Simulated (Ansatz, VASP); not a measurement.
**One calculation of AlN, two programs**

```xyz
2
Lattice="0.0000 2.0083 2.0083 2.0083 0.0000 2.0083 2.0083 2.0083 0.0000" Properties=species:S:1:pos:R:3 pbc="T T T"
Al    0.0000    0.0000    0.0000
N     2.0083    2.0083    2.0083
```

Alike in both runs: task single point; functional PBEsol; dispersion D3(BJ); k mesh 10 × 10 × 10; occupations gaussian, width 0.05 eV; no spin polarisation.

|  | VASP | Ansatz |
| --- | --- | --- |
| version | VASP 6.6.1 | Ansatz 0.2.0 |
| potentials or method | VASP PAW PBE potentials, release 64 (Al, N), cutoff 520 eV | scalar-relativistic, plane waves, PAW |
| valence electrons in the cell | 8 | 8 |

Ansatz gave:

| Property | Result |
| --- | --- |
| gap on the k mesh at the Fermi level (eV) | 4.75 |
| least direct gap on the mesh (eV) | 5.94 |
| pressure (GPa) | 0.0 |

Problem. Which values does VASP return?

Solution. gap on the k mesh at the Fermi level (eV): 4.75; least direct gap on the mesh (eV): 5.96; pressure (GPa): -0.1.

VASP's potentials were made for PBE, not for PBEsol.
